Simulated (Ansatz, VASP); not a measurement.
# Sn in VASP and in Ansatz

```xyz
2
Lattice="0.0649 3.2781 3.2781 3.2781 0.0649 3.2781 3.2781 3.2781 0.0649" Properties=species:S:1:pos:R:3 pbc="T T T"
Sn    3.3105    3.3105    3.3105
Sn    4.9658    4.9658    4.9658
```

Change from the starting cell: equal xy, yz and zx shear strains of +2 %, crystal datasets.

Alike in both runs: task electric field gradients; functional LDA; k mesh 9 × 9 × 9; occupations fermi-dirac, width 0.03 eV; no spin polarisation.

|  | VASP | Ansatz |
| --- | --- | --- |
| version | VASP 6.6.1 | Ansatz 0.2.0 |
| potentials or method | VASP PAW LDA potentials, release 64 (Sn_d), cutoff 520 eV | all-electron PAW with datasets made for the crystal, scalar-relativistic |

VASP gave:

```
pressure (GPa)                                                : -0.3
traceless stress, the component that is largest in VASP (GPa) : -0.93
rms of the force components (eV/Å)                            : 0.158
size of Vzz on the site where it differs most (V/Å²)          : 29.2
```

Task: Which values does Ansatz return?

Result: Pressure (GPa): -0.3; traceless stress, the component that is largest in VASP (GPa): -0.92; rms of the force components (eV/Å): 0.158; size of Vzz on the site where it differs most (V/Å²): 28.0.

LDA's correlation is that of Perdew and Zunger in VASP and of Perdew and Wang (1992) in Ansatz. Atom by atom the forces differ by 0.000 eV/Å (rms over components). Ansatz ran all-electron here, and VASP with PAW potentials.
